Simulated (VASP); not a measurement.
# HfSi4 (I4/mmm) in VASP: further runs

The runs below take HfSi4 through single point, relaxation of cell and atoms, with PBE.

All numbers are computed with VASP 6.6.1; they aren't measurements. Logs are shortened: lines on timing, memory, paths and dates and some standing lists are left out, and cuts for length are marked.

### Step 1. The cell of the first run

The structure is tetragonal, space group I4/mmm (No. 139). Conventional cell: a = 4.303 Å, b = 4.303 Å, c = 8.136 Å, α = 90.00°, β = 90.00°, γ = 90.00°. Hf (site symmetry 4/mmm) has 6 Si at 1.99 to 2.15 Å within 2.6 Å. Within 2.6 Å of Si (site symmetry 4mm) lie 1 Hf at 1.99 Å. Within 2.8 Å of Si (site symmetry mmm) lie 2 Hf at 2.15 Å.

The cell was built from a structure type or drawn by symmetry, and may not be a known phase.

### Step 2. Single point, PBE

INCAR reads:

```
PREC = Accurate ; ENCUT = 520
EDIFF = 1E-7 ; ISMEAR = 0
SIGMA = 0.1 ; LREAL = False
LASPH = True ; NELM = 100
ALGO = Normal ; ISIF = 2
LWAVE = False ; LCHARG = False
GGA = PE ; NBANDS = 21
```

KPOINTS reads:

```
Automatic mesh
0
Gamma
  6 6 6
```

POSCAR reads:

```
HfSi4
1.0
   -2.1515183200      2.1515183200      4.0679752000
    2.1515183200     -2.1515183200      4.0679752000
    2.1515183200      2.1515183200     -4.0679752000
Hf Si
1 4
Direct
    0.0000000000      0.0000000000      0.0000000000
    0.2450000000      0.2450000000      0.0000000000
    0.7550000000      0.7550000000      0.0000000000
    0.5000000000      0.0000000000      0.5000000000
    0.0000000000      0.5000000000      0.5000000000
```

Potentials or basis: VASP PAW PBE potentials, release 64 (Hf_pv, Si).

On the command line:

```
$ cat potpaw_PBE.64/Hf_pv/POTCAR potpaw_PBE.64/Si/POTCAR > POTCAR
$ mpirun -np 1 vasp_std > vasp.out
```

OUTCAR:

```text
PREC = Accurate
   ENCUT = 520
   EDIFF = 1E-7
   ISMEAR = 0
   LREAL = False
   LASPH = True
   NELM = 100
   ISIF = 2
   GGA = PE

 ion  position               nearest neighbor table
   1  0.000  0.000  0.000-   2 1.99   3 1.99   4 2.15   5 2.15   5 2.15   4 2.15
   2  0.245  0.245  0.000-   1 1.99   5 2.93   4 2.93   4 2.93   5 2.93   4 2.99   5 2.99   4 2.99
                             5 2.99   3 3.04   3 3.04   3 3.04   3 3.04
   3  0.755  0.755  0.000-   1 1.99   5 2.93   4 2.93   4 2.93   5 2.93   4 2.99   5 2.99   4 2.99
                             5 2.99   2 3.04   2 3.04   2 3.04   2 3.04
   4  0.500  0.000  0.500-   1 2.15   1 2.15   2 2.93   3 2.93   3 2.93   2 2.93   2 2.99   3 2.99
                             3 2.99   2 2.99   5 3.04   5 3.04   5 3.04   5 3.04
   5  0.000  0.500  0.500-   1 2.15   1 2.15   2 2.93   3 2.93   3 2.93   2 2.93   2 2.99   3 2.99
                             3 2.99   2 2.99   4 3.04   4 3.04   4 3.04   4 3.04

  LATTYP: Found a body centered tetragonal cell.
 ALAT       =     4.3030366400
 C/A-ratio  =     1.8907462522

  Lattice vectors:

 A1 = (  -2.1515183200,   2.1515183200,   4.0679752000)
 A2 = (   2.1515183200,  -2.1515183200,   4.0679752000)
 A3 = (   2.1515183200,   2.1515183200,  -4.0679752000)

Analysis of symmetry for initial positions (statically):
=====================================================================
 Subroutine PRICEL returns:
 Original cell was already a primitive cell.

 Routine SETGRP: Setting up the symmetry group for a
 body centered tetragonal supercell.

 Subroutine GETGRP returns: Found 16 space group operations
 (whereof 16 operations were pure point group operations)
 out of a pool of 16 trial point group operations.

The static configuration has the point symmetry D_4h.

Analysis of symmetry for dynamics (positions and initial velocities):
=====================================================================
 Subroutine PRICEL returns:
 Original cell was already a primitive cell.

 Routine SETGRP: Setting up the symmetry group for a
 body centered tetragonal supercell.

 Subroutine GETGRP returns: Found 16 space group operations
 (whereof 16 operations were pure point group operations)
 out of a pool of 16 trial point group operations.

The dynamic configuration has the point symmetry D_4h.

 Subroutine INISYM returns: Found 16 space group operations
 (whereof 16 operations are pure point group operations),
 and found     1 'primitive' translations

----------------------------------------------------------------------------------------

                                     Primitive cell

  volume of cell :      75.3231

  direct lattice vectors                    reciprocal lattice vectors
    -2.151518320  2.151518320  4.067975200     0.000000000  0.232394024  0.122911270
     2.151518320 -2.151518320  4.067975200     0.232394024  0.000000000  0.122911270
     2.151518320  2.151518320 -4.067975200     0.232394024  0.232394024  0.000000000

  length of vectors
     5.080008306  5.080008306  5.080008306     0.262895726  0.262895726  0.328654780

  position of ions in fractional coordinates (direct lattice)
     0.000000000  0.000000000  0.000000000
     0.245000000  0.245000000  0.000000000
     0.755000000  0.755000000  0.000000000
     0.500000000  0.000000000  0.500000000
     0.000000000  0.500000000  0.500000000

  ion indices of the primitive-cell ions
   primitive index   ion index
                 1           1
                 2           2
                 3           3
                 4           4
                 5           5

----------------------------------------------------------------------------------------

 KPOINTS: Automatic mesh

Automatic generation of k-mesh.
 Grid dimensions read from file:
 generate k-points for:    6    6    6

 Generating k-lattice:

  Cartesian coordinates                     Fractional coordinates (reciprocal lattice)
     0.000000000  0.038732337  0.020485212     0.166666667 -0.000000000  0.000000000
     0.038732337  0.000000000  0.020485212    -0.000000000  0.166666667  0.000000000
     0.038732337  0.038732337  0.000000000     0.000000000  0.000000000  0.166666667

  Length of vectors
     0.043815954  0.043815954  0.054775797

  Shift w.r.t. Gamma in fractional coordinates (k-lattice)
     0.000000000  0.000000000  0.000000000

 Subroutine IBZKPT returns following result:
 ===========================================

 Found     30 irreducible k-points:

 Following reciprocal coordinates:
            Coordinates               Weight
  0.000000  0.000000  0.000000      1.000000
  0.166667 -0.000000  0.000000      8.000000
  0.333333 -0.000000  0.000000      8.000000
  0.500000 -0.000000  0.000000      4.000000
  0.166667  0.166667 -0.000000      8.000000
  0.333333  0.166667  0.000000     16.000000
[... 16 lines left out ...]
 -0.333333 -0.333333  0.166667      8.000000
 -0.166667 -0.333333  0.166667      8.000000
 [... further k-points ...]
   k-points           NKPTS =     30   k-points in BZ     NKDIM =     30   number of bands    NBANDS=     21
   number of dos      NEDOS =    301   number of ions     NIONS =      5
   total plane-waves  NPLWV =  64000
   dimension x,y,z NGX =    40 NGY =   40 NGZ =   40
   dimension x,y,z NGXF=    80 NGYF=   80 NGZF=   80
   ions per type =               1   4
   NGX,Y,Z   is equivalent  to a cutoff of  13.09, 13.09, 13.09 a.u.
   NGXF,Y,Z  is equivalent  to a cutoff of  26.18, 26.18, 26.18 a.u.
 SYSTEM =  unknown system
   PREC   = accura    normal or accurate (medium, high low for compatibility)
   ISTART =      0    job   : 0-new  1-cont  2-samecut
   ICHARG =      2    charge: 1-file 2-atom 10-const
   ISPIN  =      1    spin polarized calculation?
   LNONCOLLINEAR =      F non collinear calculations
   LSORBIT =      F    spin-orbit coupling
   LASPH  =      T    aspherical Exc in radial PAW
   ENCUT  =  520.0 eV  38.22 Ry    6.18 a.u.   9.45  9.45  9.45*2*pi/ulx,y,z
   NELM   =    100;   NELMIN=  2; NELMDL= -5     # of ELM steps
   EDIFF  = 0.1E-06   stopping-criterion for ELM
   LREAL  =      F    real-space projection
   EDIFFG = 0.1E-05   stopping-criterion for IOM
   NSW    =      0    number of steps for IOM
   IBRION =     -1    ionic relax: 0-MD 1-quasi-New 2-CG
   NFREE  =      0    steps in history (QN), initial steepest desc. (CG)
   ISIF   =      2    stress and relaxation
   ISYM   =      2    0-nonsym 1-usesym 2-fastsym
   POTIM  = 0.5000    time-step for ionic-motion
   TEBEG  =    0.0;   TEEND  =   0.0 temperature during run
   PSTRESS=    0.0 pullay stress
   NELECT =      26.0000    total number of electrons
   NUPDOWN=      -1.0000    fix difference up-down
   EMIN   =  10.00;   EMAX   =-10.00  energy-range for DOS
   EFERMI =   0.00;   METHOD = LEGACY
   ISMEAR =     0;   SIGMA  =   0.10  broadening in eV -4-tet -1-fermi 0-gaus
   EFERMI_NEDOS =   21; number of points for ismear=-14 and -15
   IALGO  =     38    algorithm
   IMIX   =      4    mixing-type and parameters
     AMIX     =   0.40;   BMIX     =  1.00
     AMIX_MAG =   1.60;   BMIX_MAG =  1.00
  volume/ion in A,a.u.               =      15.06       101.66
  Fermi-wavevector in a.u.,A,eV,Ry     =   1.148391  2.170145 17.943392  1.318802
  Thomas-Fermi vector in A             =   2.285066
   LORBIT       =      0    0 simple, 1 ext, 2 COOP (PROOUT), +10 PAW based schemes
   GGA     = PE    functional components
   LHFCALC =     F    Hartree Fock is set to
   AEXX    =    0.0000 exact exchange contribution
   IVDW    =     0    specifies the selected vdW correction
   LEPSILON=     F    determine dielectric tensor
   LRPA    =     F    only Hartree local field effects (RPA)
 non-spin polarized calculation
 Gauss-broadening in eV      SIGMA  =   0.10
  energy-cutoff  :      520.00
  volume of cell :       75.32
 maximum number of plane-waves:      2049
 NGX is ok and might be reduce to    40
   NGX = 19   NGY = 19   NGZ = 19

 number of electron      25.9999999 magnetization

 Free energy of the ion-electron system (eV)
  ---------------------------------------------------
  ext. energy  EPLUGINS =         0.00000000
  ---------------------------------------------------
  free energy    TOTEN  =       -18.34603214 eV

  energy without entropy =      -18.33630729  energy(sigma->0) =      -18.34116972

 E-fermi :   8.5826     XC(G=0): -11.2384

 val. band max:        8.5635885328   @ k =   0.5000   0.5000   0.0000
 cond. band min:       8.6184018957   @ k =   0.5000  -0.0000   0.0000
 fundamental gap:      0.0548133629
 Fermi energy:         8.5825862690

 k-point     1 :       0.0000    0.0000    0.0000
  band No.  band energies     occupation
      1     -21.2061      2.00000
      2     -20.4706      2.00000
      3     -20.4706      2.00000
      4      -3.8318      2.00000
      5       1.8021      2.00000
      6       2.0983      2.00000
[... 13 lines left out ...]
     20      12.7956      0.00000
     21      15.0892      0.00000

 k-point     2 :       0.1667   -0.0000    0.0000
  band No.  band energies     occupation
      1     -21.2075      2.00000
      2     -20.4905      2.00000
      3     -20.4704      2.00000
      4      -3.5033      2.00000
      5       1.7229      2.00000
      6       1.9760      2.00000
[... 13 lines left out ...]
     20      12.7890      0.00000
     21      14.4771      0.00000

 k-point     3 :       0.3333   -0.0000    0.0000
  band No.  band energies     occupation
      1     -21.2101      2.00000
      2     -20.5299      2.00000
      3     -20.4700      2.00000
      4      -2.5750      2.00000
      5       0.6773      2.00000
      6       1.5399      2.00000
[... 13 lines left out ...]
     20      13.3251      0.00000
     21      14.4197      0.00000

 k-point     4 :       0.5000   -0.0000    0.0000
  band No.  band energies     occupation
      1     -21.2115      2.00000
      2     -20.5494      2.00000
      3     -20.4698      2.00000
      4      -1.5141      2.00000
      5      -0.6244      2.00000
      6       1.3915      2.00000
[... 13 lines left out ...]
     20      13.9569      0.00000
     21      14.1605      0.00000

 k-point     5 :       0.1667    0.1667   -0.0000
  band No.  band energies     occupation
      1     -21.2098      2.00000
      2     -20.4909      2.00000
      3     -20.4899      2.00000
      4      -3.0348      2.00000
      5       1.5329      2.00000
      6       1.6332      2.00000
[... 13 lines left out ...]
     20      13.4027      0.00000
     21      14.8111      0.00000

 k-point     6 :       0.3333    0.1667    0.0000
  band No.  band energies     occupation
      1     -21.2115      2.00000
      2     -20.5295      2.00000
      3     -20.4897      2.00000
      4      -1.9899      2.00000
      5       0.4966      2.00000
      6       1.3956      2.00000
[... 13 lines left out ...]
     20      13.5270      0.00000
     21      14.4325      0.00000

 k-point     7 :       0.5000    0.1667    0.0000
  band No.  band energies     occupation
      1     -21.2109      2.00000
      2     -20.5486      2.00000
      3     -20.4891      2.00000
      4      -1.3209      2.00000
      5      -0.2706      2.00000
      6       1.4858      2.00000
[... 13 lines left out ...]
     20      14.0091      0.00000
     21      14.7629      0.00000
[... 291 lines left out ...]
      1     -21.2122      2.00000
      2     -20.5298      2.00000
      3     -20.5270      2.00000
      4       0.1657      2.00000
      5       0.3168      2.00000
      6       0.4493      2.00000
[... 13 lines left out ...]
     20      14.2931      0.00000
     21      14.3071      0.00000

 k-point    21 :      -0.3333    0.5000    0.1667
  band No.  band energies     occupation
      1     -21.2144      2.00000
      2     -20.5299      2.00000
      3     -20.4901      2.00000
      4      -0.9781      2.00000
      5       0.0236      2.00000
      6       0.3662      2.00000
[... 13 lines left out ...]
     20      13.9584      0.00000
     21      14.1371      0.00000

 k-point    22 :      -0.1667    0.5000    0.1667
  band No.  band energies     occupation
      1     -21.2140      2.00000
      2     -20.5304      2.00000
      3     -20.4706      2.00000
      4      -1.7924      2.00000
      5       0.0305      2.00000
      6       0.7448      2.00000
[... 13 lines left out ...]
     20      13.4169      0.00000
     21      14.3363      0.00000

 k-point    23 :      -0.3333   -0.3333    0.1667
  band No.  band energies     occupation
      1     -21.2156      2.00000
      2     -20.4913      2.00000
      3     -20.4912      2.00000
      4      -2.2102      2.00000
      5       0.4209      2.00000
      6       1.2753      2.00000
[... 13 lines left out ...]
     20      13.0044      0.00000
     21      13.5684      0.00000

 k-point    24 :      -0.1667   -0.3333    0.1667
  band No.  band energies     occupation
      1     -21.2133      2.00000
      2     -20.4914      2.00000
      3     -20.4713      2.00000
      4      -2.9340      2.00000
      5       0.8633      2.00000
      6       1.3697      2.00000
[... 13 lines left out ...]
     20      13.4554      0.00000
     21      13.9255      0.00000

 [... further k-points ...]

------------------------ aborting loop because EDIFF is reached ----------------------------------------

  FORCE on cell =-STRESS in cart. coord.  units (eV):
  Direction    XX          YY          ZZ          XY          YZ          ZX
  --------------------------------------------------------------------------------------
  -------------------------------------------------------------------------------------
  Total       26.7347214     26.7347214     37.9146759      0.0000000      0.0000000      0.0000000
  in kB      568.6667815    568.6667815    806.4724678      0.0000000      0.0000000      0.0000000
  external PRESSURE =     647.9353436 kB  Pullay stress =       0.0000000 kB

 VOLUME and BASIS-vectors are now :
 -----------------------------------------------------------------------------
  energy-cutoff  :      520.00
  volume of cell :       75.32
      direct lattice vectors                 reciprocal lattice vectors
    -2.151518320  2.151518320  4.067975200     0.000000000  0.232394024  0.122911270
     2.151518320 -2.151518320  4.067975200     0.232394024  0.000000000  0.122911270
     2.151518320  2.151518320 -4.067975200     0.232394024  0.232394024  0.000000000

 POSITION                                       TOTAL-FORCE (eV/Angst)
 -----------------------------------------------------------------------------------
      0.00000      0.00000      0.00000        -0.000000     -0.000000     -0.000000
      0.00000      0.00000      1.99331        -0.000000     -0.000000     10.836204
      0.00000      0.00000      6.14264         0.000000      0.000000    -10.836204
      0.00000      2.15152      0.00000        -0.000000     -0.000000     -0.000000
      2.15152      0.00000      0.00000        -0.000000     -0.000000     -0.000000
 -----------------------------------------------------------------------------------
    total drift:                               -0.000000      0.000000      0.000000

  FREE ENERGIE OF THE ION-ELECTRON SYSTEM (eV)
  ---------------------------------------------------
  free  energy   TOTEN  =       -18.3460321387 eV

  energy  without entropy=      -18.3363072946  energy(sigma->0) =      -18.34116972
```

Wall time 51 s (1 thread of Intel Xeon Platinum 8488C (Sapphire Rapids), shared host); peak memory 0.25 GiB.

What came out:

| Property | Result |
| --- | --- |
| Free energy | -18.3460 eV |
| Pressure | 64.8 GPa |
| Largest force | 10.836 eV/Å |
| Band gap on the k mesh | zero (bands 13 and 14 overlap by 1.56 eV) |

Forces in eV/Å, atoms in the order of the input:
```
Hf    0.000   0.000   0.000
Si    0.000   0.000  10.836
Si    0.000   0.000 -10.836
Si    0.000   0.000   0.000
Si    0.000   0.000   0.000
```

Caveat: the cell stands under pressure; spin-orbit coupling is left out, which moves the levels of the heavy elements; forces of over 1 eV/Å act on the atoms, so gaps and moduli don't describe the material at rest.

### Step 3. Single point, PBE

This run uses another cell than the first one, of 20.43 Å³/atom.

INCAR reads:

```
SYSTEM = HfSi4
ALGO = Normal ; EDIFF = 1E-6
ENCUT = 520 ; GGA = PE
ISIF = 2 ; ISMEAR = 0
LASPH = .True. ; LCHARG = .True.
LELF = .True. ; LREAL = .False.
LVHAR = .True. ; LWAVE = .False.
NBANDS = 21 ; NELM = 100
PREC = Accurate ; SIGMA = 0.1
```

KPOINTS reads:

```
k-points
0
Gamma
  6 6 6
  0 0 0
```

POSCAR reads:

```
HfSi4
1.0
   -2.5390905099      2.5390905099      3.9618706819
    2.5390905099     -2.5390905099      3.9618706819
    2.5390905099      2.5390905099     -3.9618706819
Hf Si
1 4
Direct
    0.0000000000      0.0000000000      0.0000000000
    0.3486556131      0.3486556131      0.0000000000
    0.6513443869      0.6513443869      0.0000000000
    0.5000000000      0.0000000000      0.5000000000
    0.0000000000      0.5000000000      0.5000000000
```

Potentials or basis: VASP PAW PBE potentials, release 64 (Hf_pv, Si).

On the command line:

```
$ cat potpaw_PBE.64/Hf_pv/POTCAR potpaw_PBE.64/Si/POTCAR > POTCAR
$ mpirun -np 1 vasp_std > vasp.out
```

It took 66 s on 1 thread of Intel Xeon Platinum 8488C (Sapphire Rapids), shared host; peak memory 0.26 GiB.

Results (log left out):

```
Free energy            : -28.5448 eV
Pressure               : 0.3 GPa
Largest force          : 0.008 eV/Å
Band gap on the k mesh : zero (bands 13 and 14 overlap by 1.47 eV)
```

Forces on the atoms (eV/Å):
```
Hf   0.000  0.000  0.000
Si   0.000  0.000  0.008
Si   0.000  0.000 -0.008
Si   0.000  0.000  0.000
Si   0.000  0.000  0.000
```

Stress tensor (GPa, compression positive):
```
0.42 0.00 0.00
0.00 0.42 0.00
0.00 0.00 0.08
```

Levels at points of the mesh, in eV from the Fermi level:
| k point | band 10 | band 11 | band 12 | band 13 | band 14 | band 15 | band 16 | band 17 |
| --- | --- | --- | --- | --- | --- | --- | --- | --- |
| (0.00, 0.00, 0.00) | -3.48 | -1.63 | -1.63 | -0.62 | -0.06 | -0.03 | 0.81 | 0.81 |
| (0.50, 0.00, 0.00) | -2.66 | -1.16 | -0.97 | -0.02 | 0.63 | 1.26 | 1.45 | 2.04 |
| (0.50, 0.50, 0.00) | -2.27 | -1.75 | -0.45 | 0.64 | 1.70 | 1.73 | 1.90 | 2.32 |
| (0.50, 0.50, 0.50) | -1.65 | 0.38 | 1.21 | 1.21 | 1.49 | 1.49 | 2.02 | 2.16 |

Caveat: spin-orbit coupling is left out, which moves the levels of the heavy elements.

(Continued in part 2 of 2.)
